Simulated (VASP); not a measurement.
# Mo (P6/mmm) in VASP: notebook

The runs below take Mo through single point, with PBEsol.

All numbers are computed with VASP 6.6.1; they aren't measurements. Logs are shortened: lines on timing, memory, paths and dates and some standing lists are left out, and cuts for length are marked.

**1. The cell of the first run**

It takes space group P6/mmm (No. 191, hexagonal). Conventional cell: a = 2.879 Å, b = 2.879 Å, c = 2.554 Å, α = 90.00°, β = 90.00°, γ = 120.00°. Within 3.4 Å of Mo (site symmetry 6/mmm) lie 8 Mo at 2.55 to 2.88 Å.

**2. Single point, PBEsol (strain +0.050 along x and y, +0.025 along z)**

Input file INCAR:

```
PREC = Accurate
ENCUT = 520
EDIFF = 1E-7
ISMEAR = 0
SIGMA = 0.15
LREAL = False
LASPH = True
NELM = 80
ALGO = Fast
ISIF = 2
LWAVE = False
LCHARG = False
GGA = PS
NBANDS = 13
```

Input file KPOINTS:

```
Automatic mesh
0
Gamma
  24 24 24
```

Input file POSCAR:

```
Mo
1.0
    2.8794521958      0.0000000000      0.0000000000
   -1.4397260979      2.4936787506      0.0000000000
    0.0000000000      0.0000000000      2.5543728523
Mo
1
Direct
    0.0000000000      0.0000000000      0.5000000000
```

Potentials or basis: VASP PAW PBE potentials, release 64 (Mo_sv).

Started as:

```sh
$ cat potpaw_PBE.64/Mo_sv/POTCAR > POTCAR
$ mpirun -np 1 vasp_std > vasp.out
```

OUTCAR:

```text
PREC = Accurate
   ENCUT = 520
   EDIFF = 1E-7
   ISMEAR = 0
   LREAL = False
   LASPH = True
   NELM = 80
   ISIF = 2
   GGA = PS

 ion  position               nearest neighbor table
   1  0.000  0.000  0.500-

  LATTYP: Found a hexagonal cell.
 ALAT       =     2.8794521958
 C/A-ratio  =     0.8871037540

  Lattice vectors:

 A1 = (   2.8794521958,   0.0000000000,   0.0000000000)
 A2 = (  -1.4397260979,   2.4936787506,   0.0000000000)
 A3 = (   0.0000000000,   0.0000000000,   2.5543728523)

Analysis of symmetry for initial positions (statically):
=====================================================================
 Subroutine PRICEL returns:
 Original cell was already a primitive cell.

 Routine SETGRP: Setting up the symmetry group for a
 hexagonal supercell.

 Subroutine GETGRP returns: Found 24 space group operations
 (whereof 24 operations were pure point group operations)
 out of a pool of 24 trial point group operations.

The static configuration has the point symmetry D_6h.

Analysis of symmetry for dynamics (positions and initial velocities):
=====================================================================
 Subroutine PRICEL returns:
 Original cell was already a primitive cell.

 Routine SETGRP: Setting up the symmetry group for a
 hexagonal supercell.

 Subroutine GETGRP returns: Found 24 space group operations
 (whereof 24 operations were pure point group operations)
 out of a pool of 24 trial point group operations.

The dynamic configuration has the point symmetry D_6h.

 Subroutine INISYM returns: Found 24 space group operations
 (whereof 24 operations are pure point group operations),
 and found     1 'primitive' translations

----------------------------------------------------------------------------------------

                                     Primitive cell

  volume of cell :      18.3415

  direct lattice vectors                    reciprocal lattice vectors
     2.879452196  0.000000000  0.000000000     0.347288280  0.200506982  0.000000000
    -1.439726098  2.493678751  0.000000000     0.000000000  0.401013964  0.000000000
     0.000000000  0.000000000  2.554372852     0.000000000  0.000000000  0.391485526

  length of vectors
     2.879452196  2.879452196  2.554372852     0.401013964  0.401013964  0.391485526

  position of ions in fractional coordinates (direct lattice)
     0.000000000  0.000000000  0.500000000

  ion indices of the primitive-cell ions
   primitive index   ion index
                 1           1
[... 81 lines left out ...]
   TEBEG  =    0.0;   TEEND  =   0.0 temperature during run
   PSTRESS=    0.0 pullay stress
   NELECT =      14.0000    total number of electrons
   NUPDOWN=      -1.0000    fix difference up-down
   EMIN   =  10.00;   EMAX   =-10.00  energy-range for DOS
   EFERMI =   0.00;   METHOD = LEGACY
   ISMEAR =     0;   SIGMA  =   0.15  broadening in eV -4-tet -1-fermi 0-gaus
   EFERMI_NEDOS =   21; number of points for ismear=-14 and -15
   IALGO  =     68    algorithm
   IMIX   =      4    mixing-type and parameters
     AMIX     =   0.40;   BMIX     =  1.00
     AMIX_MAG =   1.60;   BMIX_MAG =  1.00
  volume/ion in A,a.u.               =      18.34       123.77
  Fermi-wavevector in a.u.,A,eV,Ry     =   1.496141  2.827297 30.455810  2.238439
  Thomas-Fermi vector in A             =   2.608196
   LORBIT       =      0    0 simple, 1 ext, 2 COOP (PROOUT), +10 PAW based schemes
   GGA     = PS    functional components
   LHFCALC =     F    Hartree Fock is set to
   AEXX    =    0.0000 exact exchange contribution
   IVDW    =     0    specifies the selected vdW correction
   LEPSILON=     F    determine dielectric tensor
   LRPA    =     F    only Hartree local field effects (RPA)
 non-spin polarized calculation
 RMM-DIIS sequential band-by-band and
 Gauss-broadening in eV      SIGMA  =   0.15
  energy-cutoff  :      520.00
  volume of cell :       18.34
 maximum number of plane-waves:       514
 NGX is ok and might be reduce to    24
   NGX = 11   NGY = 11   NGZ =  9

 number of electron      13.9999997 magnetization

 Free energy of the ion-electron system (eV)
  ---------------------------------------------------
  ext. energy  EPLUGINS =         0.00000000
  ---------------------------------------------------
  free energy    TOTEN  =       -10.72688102 eV

  energy without entropy =      -10.71383078  energy(sigma->0) =      -10.72035590

 E-fermi :   9.8626     XC(G=0): -12.5588

 val. band max:        9.8616032117   @ k =   0.3750   0.1667   0.2500
 cond. band min:       9.8640337202   @ k =   0.3333   0.1250   0.2500
 fundamental gap:      0.0024305085
 Fermi energy:         9.8625551362

 k-point     1 :       0.0000    0.0000    0.0000
  band No.  band energies     occupation
      1     -51.0210      2.00000
      2     -24.5876      2.00000
      3     -24.5876      2.00000
      4     -24.2660      2.00000
      5       3.4870      2.00000
      6       6.0136      2.00000
      7       9.1166      2.00000
      8       9.1166      2.00000
      9      13.6824      0.00000
     10      13.6824      0.00000
     11      22.4751      0.00000
     12      26.1554      0.00000
     13      28.6353      0.00000
[... 354 lines left out ...]
  band No.  band energies     occupation
      1     -50.8981      2.00000
      2     -25.4443      2.00000
      3     -24.7996      2.00000
      4     -24.1786      2.00000
      5       5.6789      2.00000
      6       6.7625      2.00000
      7      10.3898      0.00000
      8      11.4638      0.00000
      9      13.1744      0.00000
     10      13.5369      0.00000
     11      18.3397      0.00000
     12      21.8884      0.00000
     13      26.8779      0.00000

 [... further k-points ...]

------------------------ aborting loop because EDIFF is reached ----------------------------------------

  FORCE on cell =-STRESS in cart. coord.  units (eV):
  Direction    XX          YY          ZZ          XY          YZ          ZX
  --------------------------------------------------------------------------------------
  -------------------------------------------------------------------------------------
  Total       -2.5121936     -2.5121936     -2.1421010      0.0000000      0.0000000      0.0000000
  in kB     -219.4466785   -219.4466785   -187.1181294      0.0000000      0.0000000      0.0000000
  external PRESSURE =    -208.6704955 kB  Pullay stress =       0.0000000 kB

 VOLUME and BASIS-vectors are now :
 -----------------------------------------------------------------------------
  energy-cutoff  :      520.00
  volume of cell :       18.34
      direct lattice vectors                 reciprocal lattice vectors
     2.879452196  0.000000000  0.000000000     0.347288280  0.200506982  0.000000000
    -1.439726098  2.493678751  0.000000000     0.000000000  0.401013964  0.000000000
     0.000000000  0.000000000  2.554372852     0.000000000  0.000000000  0.391485526

 POSITION                                       TOTAL-FORCE (eV/Angst)
 -----------------------------------------------------------------------------------
      0.00000      0.00000      1.27719         0.000000      0.000000      0.000000
 -----------------------------------------------------------------------------------
    total drift:                                0.000000      0.000000     -0.000000

  FREE ENERGIE OF THE ION-ELECTRON SYSTEM (eV)
  ---------------------------------------------------
  free  energy   TOTEN  =       -10.7268810197 eV

  energy  without entropy=      -10.7138307839  energy(sigma->0) =      -10.72035590
```

OSZICAR:

```text
N       E                     dE             d eps       ncg     rms          rms(c)
DAV:   1     0.109379311937E+03    0.10938E+03   -0.91388E+03 20879   0.110E+03
DAV:   2    -0.992746529499E+01   -0.11931E+03   -0.11561E+03 23398   0.325E+02
DAV:   3    -0.113487188262E+02   -0.14213E+01   -0.14165E+01 24178   0.363E+01
DAV:   4    -0.113531066069E+02   -0.43878E-02   -0.43876E-02 23358   0.228E+00
DAV:   5    -0.113531445053E+02   -0.37898E-04   -0.37897E-04 24718   0.179E-01    0.114E+01
RMM:   6    -0.107899158310E+02    0.56323E+00   -0.72593E-01 20658   0.758E+00    0.308E+00
RMM:   7    -0.107304630665E+02    0.59453E-01   -0.16787E-01 21090   0.349E+00    0.907E-01
RMM:   8    -0.107272692461E+02    0.31938E-02   -0.11501E-02 22676   0.116E+00    0.188E-01
RMM:   9    -0.107268903857E+02    0.37886E-03   -0.11091E-03 23299   0.339E-01    0.340E-02
RMM:  10    -0.107268811386E+02    0.92471E-05   -0.23024E-04 23657   0.156E-01    0.337E-02
RMM:  11    -0.107268819041E+02   -0.76551E-06   -0.23124E-05 23345   0.574E-02    0.605E-03
RMM:  12    -0.107268807279E+02    0.11762E-05   -0.47606E-06 23660   0.261E-02    0.222E-03
RMM:  13    -0.107268810461E+02   -0.31814E-06   -0.64172E-07 21447   0.106E-02    0.687E-04
RMM:  14    -0.107268808985E+02    0.14751E-06   -0.14300E-07 15163   0.471E-03    0.632E-04
RMM:  15    -0.107268810194E+02   -0.12088E-06   -0.29392E-08 12900   0.214E-03    0.112E-04
RMM:  16    -0.107268810197E+02   -0.27535E-09   -0.44235E-09  7612   0.852E-04
   1 F= -.10726881E+02 E0= -.10720356E+02  d E =-.130502E-01
```

Wall time 54 s (1 thread of Intel Xeon 6975P-C (Granite Rapids), shared host); peak memory 0.28 GiB.

What came out:

| Item | Value |
| --- | --- |
| Free energy | -10.7269 eV |
| Pressure | -20.9 GPa |
| Band gap on the k mesh | zero (band 7 reaches 10.54 eV, above the bottom of band 8 at 9.10 eV) |

Stress tensor (GPa, compression positive):
```
-21.94   0.00   0.00
  0.00 -21.94   0.00
  0.00   0.00 -18.71
```

Levels at points of the mesh, in eV from the Fermi level:
```
           k point  band 4  band 5  band 6  band 7  band 8  band 9  band 10  band 11
(0.00, 0.00, 0.00)  -34.13   -6.38   -3.85   -0.75   -0.75    3.82     3.82    12.61
(0.50, 0.00, 0.00)  -34.04   -4.24   -3.10    0.67    1.58    3.34     3.58     8.47
(0.00, 0.00, 0.50)  -34.28   -3.10    0.15    0.15    0.29    0.29     0.42     9.92
(0.50, 0.00, 0.50)  -34.47   -4.63   -2.56   -0.71    3.98    5.56     6.33     6.56
```

Caveat: the cell differs from its parent crystal (strain +0.050 along x and y, +0.025 along z); the PAW data sets were made with another functional, which shifts forces and pressure a little.

**3. Single point, PBEsol (strain +0.050 along x and y, +0.050 along z)**

Input file INCAR:

```
SYSTEM = Mo
PREC = Accurate
ENCUT = 520
EDIFF = 1E-6
ISMEAR = 0
SIGMA = 0.15
LREAL = .FALSE.
LASPH = .TRUE.
NELM = 80
ALGO = Fast
ISIF = 2
LWAVE = .FALSE.
LCHARG = .TRUE.
GGA = PS
LELF = .TRUE.
LVHAR = .TRUE.
NBANDS = 13
```

Input file KPOINTS:

```
regular mesh
0
G
  24 24 24
  0 0 0
```

Edit POSCAR of step 2 so:

```diff
@@ -4,3 +4,3 @@
    -1.4397260979      2.4936787506      0.0000000000
-    0.0000000000      0.0000000000      2.5543728523
+    0.0000000000      0.0000000000      2.6166746292
 Mo
```

Potentials or basis: VASP PAW PBE potentials, release 64 (Mo_sv).

Started as:

```sh
$ cat potpaw_PBE.64/Mo_sv/POTCAR > POTCAR
$ mpirun -np 1 vasp_std > vasp.out
```

Wall time 43 s (1 thread of Intel Xeon 6975P-C (Granite Rapids), shared host); peak memory 0.29 GiB.

Results (log left out):

```
Free energy            : -10.6659 eV
Pressure               : -24.0 GPa
Band gap on the k mesh : zero (band 7 reaches 10.28 eV, above the bottom of band 8 at 8.86 eV)
```

Stress tensor (GPa, compression positive):
```
-23.59   0.00   0.00
  0.00 -23.59   0.00
  0.00   0.00 -24.79
```

Levels at points of the mesh, in eV from the Fermi level:
| k point | band 5 | band 6 | band 7 | band 8 | band 9 | band 10 |
| --- | --- | --- | --- | --- | --- | --- |
| (0.00, 0.00, 0.00) | -6.34 | -3.71 | -0.72 | -0.72 | 3.55 | 3.55 |
| (0.50, 0.00, 0.00) | -4.18 | -2.92 | 0.69 | 1.22 | 3.05 | 3.57 |
| (0.00, 0.00, 0.50) | -3.26 | 0.05 | 0.05 | 0.18 | 0.48 | 0.48 |
| (0.50, 0.00, 0.50) | -4.47 | -2.68 | -0.53 | 3.90 | 5.21 | 6.07 |

Caveat: the cell differs from its parent crystal (strain +0.050 along x and y, +0.050 along z); the PAW data sets were made with another functional, which shifts forces and pressure a little.

**4. Single point, PBEsol (strain +0.025 along x and y, -0.050 along z)**

Input file INCAR:

```
ALGO = Fast ; EDIFF = 1E-6
ENCUT = 520 ; GGA = PS
ISIF = 2 ; ISMEAR = 0
LASPH = T ; LCHARG = T
LELF = T ; LREAL = F
LVHAR = T ; LWAVE = F
NBANDS = 13 ; NELM = 80
PREC = Accurate ; SIGMA = 0.15
```

Input file KPOINTS:

```
k-points
0
Gamma
  24 24 24
```

Input file POSCAR:

```
Mo
1.0
    2.8108938102      0.0000000000      0.0000000000
   -1.4054469051      2.4343054470      0.0000000000
    0.0000000000      0.0000000000      2.3674675216
Mo
1
Direct
    0.0000000000      0.0000000000      0.5000000000
```

Started as:

```sh
$ cat potpaw_PBE.64/Mo_sv/POTCAR > POTCAR
$ mpirun -np 1 vasp_std > vasp.out
```

Run time: 63 s. Hardware: 1 thread of Intel Xeon Platinum 8375C at 2.90GHz (Ice Lake), shared host; peak memory 0.26 GiB.

The run converged. Its results:

| Property | Result |
| --- | --- |
| Free energy | -10.8192 eV |
| Pressure | 3.9 GPa |
| Band gap on the k mesh | zero (band 7 reaches 12.36 eV, above the bottom of band 8 at 10.58 eV) |

Stress tensor (GPa, compression positive):
```
-4.06  0.00  0.00
 0.00 -4.06  0.00
 0.00  0.00 19.73
```

Levels at points of the mesh, in eV from the Fermi level:
```
           k point  band 3  band 4  band 5  band 6  band 7  band 8  band 9  band 10  band 11  band 12
(0.00, 0.00, 0.00)  -34.27  -33.37   -6.69   -4.53   -0.99   -0.99    4.97     4.97    12.38    19.03
(0.50, 0.00, 0.00)  -34.53  -33.27   -4.81   -3.67    0.79    2.66    3.93     4.47     9.46    12.68
(0.00, 0.00, 0.50)  -33.93  -33.93   -2.84   -0.23   -0.23    0.38    0.38     1.06    13.08    16.70
(0.50, 0.00, 0.50)  -34.92  -34.16   -5.56   -2.52   -1.34    4.61    7.03     7.12     7.63    17.28
```

Caveat: the cell differs from its parent crystal (strain +0.025 along x and y, -0.050 along z); the PAW data sets were made with another functional, which shifts forces and pressure a little.

**5. The runs side by side**

| cell | further INCAR settings | gap on the mesh (eV) | pressure (GPa) |
| --- | --- | --- | --- |
| a = 2.879, b = 2.879, c = 2.554 Å, angles 90.0, 90.0, 120.0°, 1 atom | ALGO = Fast; EDIFF = 1e-07; NBANDS = 13 | none | -20.9 |
| a = 2.879, b = 2.879, c = 2.617 Å, angles 90.0, 90.0, 120.0°, 1 atom | ALGO = Fast; EDIFF = 1e-06; NBANDS = 13 | none | -24.0 |
| a = 2.811, b = 2.811, c = 2.367 Å, angles 90.0, 90.0, 120.0°, 1 atom | ALGO = Fast; EDIFF = 1e-06; NBANDS = 13 | none | 3.9 |

Alike in all rows: task single point; level PBEsol; potentials or basis VASP PAW PBE potentials, release 64 (Mo_sv); no spin polarisation; k mesh 24 × 24 × 24; cutoff (eV) 520; smearing gaussian 0.15 eV.

Caveats: the PAW data sets were made with another functional, which shifts forces and pressure a little.

Absolute energies hang on the potentials; compare differences alone.
